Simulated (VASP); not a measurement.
# PtPb (P6_3/mmc) in VASP: a series of runs, part 2 of 2

VASP 6.6.1.

### 4 Electric field gradients, LDA (zz strain of +2 %)

INCAR reads:

```
PREC     = Accurate       # precision mode
ENCUT    = 520            # plane-wave cutoff, eV
EDIFF    = 1E-8           # SCF threshold, eV
ISMEAR   = -1             # smearing method
SIGMA    = 0.05           # smearing width, eV
LREAL    = False          # projectors in reciprocal space
LASPH    = True           # aspherical terms in the spheres
NELM     = 60             # most SCF steps
ALGO     = Normal         # electronic algorithm
ISIF     = 2              # what is computed and relaxed
LWAVE    = False          # write WAVECAR
LCHARG   = False          # write CHGCAR
LEFG     = True         
NBANDS   = 32             # bands
```

KPOINTS reads:

```
regular mesh
0
Gamma
  10 10 7
```

POSCAR reads:

```
PtPb
1.0
    4.2500008807      0.0000000000      0.0000000000
   -2.1250004404      3.6806087288      0.0000000000
    0.0000000000      0.0000000000      5.5651200000
Pt Pb
2 2
Direct
    0.3333333333      0.6666666667      0.2500000000
    0.6666666667      0.3333333333      0.7500000000
    0.0000000000      0.0000000000      0.0000000000
    0.0000000000      0.0000000000      0.5000000000
```

Potentials or basis: VASP PAW LDA potentials, release 64 (Pt, Pb_d).

On the command line:

```bash
$ cat potpaw_LDA.64/Pt/POTCAR potpaw_LDA.64/Pb_d/POTCAR > POTCAR
$ mpirun -np 1 vasp_std > vasp.out
```

OUTCAR:

```text
PREC = Accurate
   ENCUT = 520
   EDIFF = 1E-8
   ISMEAR = -1
   LREAL = False
   LASPH = True
   NELM = 60
   ISIF = 2

 ion  position               nearest neighbor table
   1  0.333  0.667  0.250-   3 2.82   4 2.82   3 2.82   4 2.82   3 2.82   4 2.82
   2  0.667  0.333  0.750-   3 2.82   4 2.82   3 2.82   4 2.82   3 2.82   4 2.82
   3  0.000  0.000  0.000-   4 2.78   4 2.78   1 2.82   2 2.82   2 2.82   1 2.82   2 2.82   1 2.82

   4  0.000  0.000  0.500-   3 2.78   3 2.78   1 2.82   2 2.82   2 2.82   1 2.82   2 2.82   1 2.82

  LATTYP: Found a hexagonal cell.
 ALAT       =     4.2500008807
 C/A-ratio  =     1.3094397287

  Lattice vectors:

 A1 = (   4.2500008807,   0.0000000000,   0.0000000000)
 A2 = (  -2.1250004404,   3.6806087288,   0.0000000000)
 A3 = (   0.0000000000,   0.0000000000,   5.5651200000)

Analysis of symmetry for initial positions (statically):
=====================================================================
 Subroutine PRICEL returns:
 Original cell was already a primitive cell.

 Routine SETGRP: Setting up the symmetry group for a
 hexagonal supercell.
[... 1044 lines left out ...]
      2.12500      1.22687      4.17384        -0.000000      0.000000      0.000000
      0.00000      0.00000      0.00000         0.000000      0.000000      0.000000
      0.00000      0.00000      2.78256        -0.000000      0.000000      0.000000
 -----------------------------------------------------------------------------------
    total drift:                               -0.000000      0.000000      0.000000

  FREE ENERGIE OF THE ION-ELECTRON SYSTEM (eV)
  ---------------------------------------------------
  free  energy   TOTEN  =       -21.9147495564 eV

  energy  without entropy=      -21.8946825739  energy(sigma->0) =      -21.90471607

 Electric field gradients (V/A^2)
---------------------------------------------------------------------
 ion       V_xx      V_yy      V_zz      V_xy      V_xz      V_yz
---------------------------------------------------------------------
   1     -30.121   -30.121    60.242     0.000    -0.000     0.000
   2     -30.121   -30.121    60.242     0.000     0.000    -0.000
   3     -12.417   -12.415    24.832     0.002    -0.000     0.000
   4     -12.417   -12.415    24.832     0.002     0.000    -0.000
---------------------------------------------------------------------

 Electric field gradients after diagonalization (V/A^2)
 (convention: |V_zz| > |V_xx| > |V_yy|)
----------------------------------------------------------------------
 ion       V_xx      V_yy      V_zz     asymmetry (V_yy - V_xx)/ V_zz
----------------------------------------------------------------------
   1     -30.122   -30.120    60.242       0.000
   2     -30.122   -30.120    60.242       0.000
   3     -12.418   -12.414    24.832       0.000
   4     -12.418   -12.414    24.832       0.000
----------------------------------------------------------------------

           NMR quadrupolar parameters

 Cq : quadrupolar parameter    Cq=e*Q*V_zz/h
 eta: asymmetry parameters     (V_yy - V_xx)/ V_zz
 Q  : nuclear electric quadrupole moment in mb (millibarn)
----------------------------------------------------------------------
 ion       Cq(MHz)       eta       Q (mb)
----------------------------------------------------------------------
   1       0.146       0.000       1.000
   2       0.146       0.000       1.000
   3       0.060       0.000       1.000
   4       0.060       0.000       1.000
----------------------------------------------------------------------
```

Run time: 4.4 min. Hardware: 1 thread of AMD EPYC 7R13, shared host; peak memory 0.23 GiB.

Results:

- Free energy: -21.9147 eV
- Pressure: 3.9 GPa
- Band gap on the k mesh: zero (bands 24 and 25 overlap by 2.86 eV)
- Largest electric field gradient by atom: Pt +60.2; Pb +24.8 V/Å²

Levels at points of the mesh, in eV from the Fermi level:
| k point | band 20 | band 21 | band 22 | band 23 | band 24 | band 25 | band 26 | band 27 | band 28 | band 29 |
| --- | --- | --- | --- | --- | --- | --- | --- | --- | --- | --- |
| (0.00, 0.00, 0.00) | -2.57 | -2.57 | -2.28 | -1.33 | 2.08 | 3.36 | 3.36 | 5.42 | 5.66 | 5.66 |
| (0.50, 0.00, 0.00) | -2.13 | -1.96 | -1.77 | -0.82 | -0.78 | -0.22 | 0.69 | 0.72 | 5.51 | 6.73 |

Electric field gradients, principal values (V/Å²):
| atom | least | middle | greatest (by size) |
| --- | --- | --- | --- |
| 1 Pt | -30.120 | -30.122 | 60.242 |
| 2 Pt | -30.120 | -30.122 | 60.242 |
| 3 Pb | -12.414 | -12.418 | 24.832 |
| 4 Pb | -12.414 | -12.418 | 24.832 |

Caveat: the cell differs from its parent crystal (zz strain of +2 %); the cell stands under pressure; without QUAD_EFG the Cq values of the log hold for a quadrupole moment of 1 mb, not for the nuclei; spin-orbit coupling is left out, which moves the levels of the heavy elements.

### 5 Electric field gradients, LDA (20.91 Å³/atom)

This run uses another cell than the first one, of 20.91 Å³/atom.

INCAR reads:

```
SYSTEM = PtPb
PREC = Accurate
ENCUT = 520
EDIFF = 1E-8
ISMEAR = -1
SIGMA = 0.05
LREAL = .FALSE.
LASPH = .TRUE.
NELM = 80
ALGO = Normal
ISIF = 2
LWAVE = .FALSE.
LCHARG = .FALSE.
LEFG = .TRUE.
NBANDS = 32
```

KPOINTS reads:

```
Automatic mesh
0
G
  10 10 7
  0 0 0
```

POSCAR reads:

```
PtPb
1.0
    4.2214765254      0.0000000000      0.0000000000
   -2.1107382628      3.6559059125      0.0000000000
    0.0000000000      0.0000000000      5.4193814470
Pt Pb
2 2
Direct
    0.3333333333      0.6666666667      0.2500000000
    0.6666666667      0.3333333333      0.7500000000
    0.0000000000      0.0000000000      0.0000000000
    0.0000000000      0.0000000000      0.5000000000
```

Potentials or basis: VASP PAW LDA potentials, release 64 (Pt, Pb_d).

On the command line:

```bash
$ cat potpaw_LDA.64/Pt/POTCAR potpaw_LDA.64/Pb_d/POTCAR > POTCAR
$ mpirun -np 1 vasp_std > vasp.out
```

OUTCAR:

```text
SYSTEM = PtPb
   PREC = Accurate
   ENCUT = 520
   EDIFF = 1E-8
   ISMEAR = -1
   LREAL = .FALSE.
   LASPH = .TRUE.
   NELM = 80
   ISIF = 2

 ion  position               nearest neighbor table
   1  0.333  0.667  0.250-   3 2.79   4 2.79   3 2.79   4 2.79   3 2.79   4 2.79
   2  0.667  0.333  0.750-   3 2.79   4 2.79   3 2.79   4 2.79   3 2.79   4 2.79
   3  0.000  0.000  0.000-   4 2.71   4 2.71   1 2.79   2 2.79   2 2.79   1 2.79   2 2.79   1 2.79

   4  0.000  0.000  0.500-   3 2.71   3 2.71   1 2.79   2 2.79   2 2.79   1 2.79   2 2.79   1 2.79

  LATTYP: Found a hexagonal cell.
 ALAT       =     4.2214765254
 C/A-ratio  =     1.2837644399

  Lattice vectors:

 A1 = (   4.2214765254,   0.0000000000,   0.0000000000)
 A2 = (  -2.1107382628,   3.6559059125,   0.0000000000)
 A3 = (   0.0000000000,   0.0000000000,   5.4193814470)

Analysis of symmetry for initial positions (statically):
=====================================================================
 Subroutine PRICEL returns:
 Original cell was already a primitive cell.

 Routine SETGRP: Setting up the symmetry group for a
 hexagonal supercell.

 Subroutine GETGRP returns: Found 24 space group operations
 (whereof 12 operations were pure point group operations)
 out of a pool of 24 trial point group operations.

The static configuration has the point symmetry D_3d.
 The point group associated with its full space group is D_6h.

Analysis of symmetry for dynamics (positions and initial velocities):
=====================================================================
[... 1013 lines left out ...]

  FORCE on cell =-STRESS in cart. coord.  units (eV):
  Direction    XX          YY          ZZ          XY          YZ          ZX
  --------------------------------------------------------------------------------------
  -------------------------------------------------------------------------------------
  Total        0.2756385      0.2756385     14.7037930     -0.0000000     -0.0000000      0.0000000
  in kB        5.2800911      5.2800911    281.6636825     -0.0000000     -0.0000000      0.0000000
  external PRESSURE =      97.4079549 kB  Pullay stress =       0.0000000 kB

 VOLUME and BASIS-vectors are now :
 -----------------------------------------------------------------------------
  energy-cutoff  :      520.00
  volume of cell :       83.64
      direct lattice vectors                 reciprocal lattice vectors
     4.221476525  0.000000000  0.000000000     0.236883942  0.136765008  0.000000000
    -2.110738263  3.655905913  0.000000000     0.000000000  0.273530015  0.000000000
     0.000000000  0.000000000  5.419381447     0.000000000  0.000000000  0.184522904

 POSITION                                       TOTAL-FORCE (eV/Angst)
 -----------------------------------------------------------------------------------
     -0.00000      2.43727      1.35485        -0.000000     -0.000000      0.000000
      2.11074      1.21864      4.06454         0.000000      0.000000      0.000000
      0.00000      0.00000      0.00000        -0.000000      0.000000      0.000000
      0.00000      0.00000      2.70969        -0.000000      0.000000      0.000000
 -----------------------------------------------------------------------------------
    total drift:                                0.000000     -0.000000      0.000000

  FREE ENERGIE OF THE ION-ELECTRON SYSTEM (eV)
  ---------------------------------------------------
  free  energy   TOTEN  =       -21.5924763133 eV

  energy  without entropy=      -21.5726882816  energy(sigma->0) =      -21.58258230

 Electric field gradients (V/A^2)
---------------------------------------------------------------------
 ion       V_xx      V_yy      V_zz      V_xy      V_xz      V_yz
---------------------------------------------------------------------
   1     -35.131   -35.131    70.263     0.000    -0.000     0.000
   2     -35.131   -35.131    70.263     0.000     0.000    -0.000
   3      -5.755    -5.753    11.509     0.002     0.000    -0.000
   4      -5.755    -5.753    11.509     0.002    -0.000     0.000
---------------------------------------------------------------------

 Electric field gradients after diagonalization (V/A^2)
 (convention: |V_zz| > |V_xx| > |V_yy|)
----------------------------------------------------------------------
 ion       V_xx      V_yy      V_zz     asymmetry (V_yy - V_xx)/ V_zz
----------------------------------------------------------------------
   1     -35.132   -35.131    70.263       0.000
   2     -35.132   -35.131    70.263       0.000
   3      -5.756    -5.752    11.509       0.000
   4      -5.756    -5.752    11.509       0.000
----------------------------------------------------------------------

           NMR quadrupolar parameters

 Cq : quadrupolar parameter    Cq=e*Q*V_zz/h
 eta: asymmetry parameters     (V_yy - V_xx)/ V_zz
 Q  : nuclear electric quadrupole moment in mb (millibarn)
----------------------------------------------------------------------
 ion       Cq(MHz)       eta       Q (mb)
----------------------------------------------------------------------
   1       0.170       0.000       1.000
   2       0.170       0.000       1.000
   3       0.028       0.000       1.000
   4       0.028       0.000       1.000
----------------------------------------------------------------------
```

OSZICAR:

```text
N       E                     dE             d eps       ncg     rms          rms(c)
DAV:   1     0.525962486350E+03    0.52596E+03   -0.22992E+04  3600   0.180E+03
DAV:   2     0.259739825305E+02   -0.49999E+03   -0.47062E+03  3784   0.478E+02
DAV:   3    -0.203243992312E+02   -0.46298E+02   -0.44138E+02  4376   0.167E+02
DAV:   4    -0.219206661649E+02   -0.15963E+01   -0.15929E+01  4216   0.310E+01
DAV:   5    -0.220041680269E+02   -0.83502E-01   -0.83494E-01  5392   0.705E+00    0.880E+00
DAV:   6    -0.216806162468E+02    0.32355E+00   -0.70425E-01  4288   0.702E+00    0.460E+00
DAV:   7    -0.216077531136E+02    0.72863E-01   -0.96891E-02  5224   0.426E+00    0.204E+00
DAV:   8    -0.215934308061E+02    0.14322E-01   -0.25975E-02  4768   0.115E+00    0.318E-01
DAV:   9    -0.215924920197E+02    0.93879E-03   -0.43251E-03  4896   0.890E-01    0.584E-02
DAV:  10    -0.215924758180E+02    0.16202E-04   -0.17847E-04  4944   0.159E-01    0.176E-02
DAV:  11    -0.215924762981E+02   -0.48006E-06   -0.71733E-06  5176   0.229E-02    0.201E-03
DAV:  12    -0.215924763185E+02   -0.20430E-07   -0.37093E-07  4760   0.509E-03    0.119E-03
DAV:  13    -0.215924763133E+02    0.52623E-08   -0.37219E-08  4064   0.219E-03
   1 F= -.21592476E+02 E0= -.21582582E+02  d E =-.197880E-01
```

stdout:

```text
POSCAR found type information on POSCAR PtPb
 POSCAR found :  2 types and       4 ions
 scaLAPACK will be used
 LDA part: xc-table for (Slater(with rela. corr.)+CA(PZ))
 , standard interpolation
 POSCAR, INCAR and KPOINTS ok, starting setup
 FFT: planning ... GRIDC
 FFT: planning ... GRID_SOFT
 FFT: planning ... GRID
 WAVECAR not read
 entering main loop
ion   1

ion   2

ion   3

ion   4
```

Wall time 2 min (1 thread of Intel Xeon Platinum 8259CL at 2.50GHz (Skylake/Cascade Lake), shared host); peak memory 0.25 GiB.

Results:

- Free energy: -21.5925 eV
- Pressure: 9.7 GPa
- Band gap on the k mesh: zero (bands 24 and 25 overlap by 2.97 eV)
- Largest electric field gradient by atom: Pt +70.3; Pb +11.5 V/Å²

Stress tensor (GPa, compression positive):
```
 0.53  0.00  0.00
 0.00  0.53  0.00
 0.00  0.00 28.17
```

Levels at points of the mesh, in eV from the Fermi level:
```
           k point  band 22  band 23  band 24  band 25  band 26  band 27
(0.00, 0.00, 0.00)    -2.41    -1.42     2.06     3.35     3.35     5.43
(0.50, 0.00, 0.00)    -1.86    -1.01    -0.89    -0.12     0.74     0.83
```

Electric field gradients, principal values (V/Å²):
```
atom    least   middle  greatest (by size)
1 Pt  -35.131  -35.132              70.263
2 Pt  -35.131  -35.132              70.263
3 Pb   -5.752   -5.756              11.509
4 Pb   -5.752   -5.756              11.509
```

Caveat: the cell stands under pressure; without QUAD_EFG the Cq values of the log hold for a quadrupole moment of 1 mb, not for the nuclei; spin-orbit coupling is left out, which moves the levels of the heavy elements.

### 6 Summary

```tsv
cell	gap on the mesh (eV)	pressure (GPa)
a = 4.163, b = 4.163, c = 5.345 Å, angles 90.0, 90.0, 120.0°, 4 atoms	none	16.6
a = 4.250, b = 4.250, c = 5.565 Å, angles 90.0, 90.0, 120.0°, 4 atoms	none	3.9
a = 4.221, b = 4.221, c = 5.419 Å, angles 90.0, 90.0, 120.0°, 4 atoms	none	9.7
```

Alike in all rows: task electric field gradients; level LDA; potentials or basis VASP PAW LDA potentials, release 64 (Pt, Pb_d); no spin polarisation; k mesh 10 × 10 × 7; cutoff (eV) 520; smearing fermi-dirac 0.05 eV.

Caveats: the cell stands under pressure; spin-orbit coupling is left out, which moves the levels of the heavy elements.

Total energies depend on the potentials used, so only differences within one code and one set of settings carry meaning.
